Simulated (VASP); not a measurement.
BaTiO3: single point with PBE

BaTiO3:

```
Ba Ti O
1.0
    -3.98535    0.00000    0.00000
     0.00000    3.98535    4.20181
     0.00000    3.98535   -4.20181
Ba Ti O
2 2 6
Cartesian
  0.0000 3.9854 4.1411
  0.0000 3.9854 -0.0543
  -1.9927 2.0216 1.9710
  -1.9927 5.9492 1.9710
  -1.9927 2.0235 0.1590
  -1.9927 5.9472 0.1590
  -1.9927 3.9854 -1.9919
  -1.9927 3.9854 2.1380
  -3.9854 5.9405 -2.0279
  -3.9854 2.0302 -2.0279
```

This cell differs from its parent crystal: mode 24 (427.7 1/cm) frozen in, largest displacement +0.037 Å.

- Program: VASP 6.6.1
- Task: single point
- Functional: PBE
- Potentials or basis: VASP PAW PBE potentials, release 64 (Ba_sv, Ti_sv, O)
- Cutoff: 520 eV
- k mesh: 8 × 6 × 6
- Occupations: gaussian, width 0.05 eV
- Spin: no spin polarisation
- Dipole correction: no
- Further INCAR settings: ALGO = Normal; EDIFF = 1e-06; NBANDS = 51

- Pressure: 1.7 GPa
- Largest force: 0.945 eV/Å
- Band gap on the k mesh: 1.77 eV

Forces in eV/Å, atoms in the order of the input:
```
Ba   0.000  0.000  0.337
Ba   0.000  0.000 -0.236
Ti   0.000 -0.942  0.072
Ti   0.000  0.942  0.072
O    0.000 -0.340 -0.074
O    0.000  0.340 -0.074
O    0.000  0.000 -0.412
O    0.000  0.000  0.380
O    0.000  0.409 -0.032
O    0.000 -0.409 -0.032
```

Stress tensor (GPa, compression positive):
```
1.58 0.00 0.00
0.00 1.81 0.00
0.00 0.00 1.64
```

Levels at points of the mesh, in eV from the valence-band top:
```tsv
k point	band 37	band 38	band 39	band 40	band 41	band 42	band 43	band 44
(0.00, 0.00, 0.00)	-0.98	-0.59	-0.55	-0.51	1.77	2.39	2.40	3.41
(0.50, 0.00, 0.00)	-1.38	-0.50	-0.47	0.00	2.47	3.36	3.48	3.90
(0.00, 0.50, 0.00)	-1.21	-1.00	-0.99	-0.75	2.54	2.81	2.91	2.93
(0.50, 0.50, 0.00)	-1.00	-0.96	-0.77	-0.40	3.09	3.24	3.52	3.61
(0.00, 0.50, 0.50)	-1.63	-1.38	-0.75	-0.69	1.88	2.49	3.34	3.39
(0.50, 0.50, 0.50)	-1.16	-1.11	-0.56	-0.04	3.41	3.41	3.53	3.53
```

Run time: 10 min on 1 thread of Intel Xeon 6975P-C, on a shared host, peak memory 0.5 GiB.

Caveat: the cell differs from its parent crystal (mode 24 (427.7 1/cm) frozen in, largest displacement +0.037 Å); spin-orbit coupling is left out, which moves the levels of the heavy elements. A k mesh can miss the band edges.
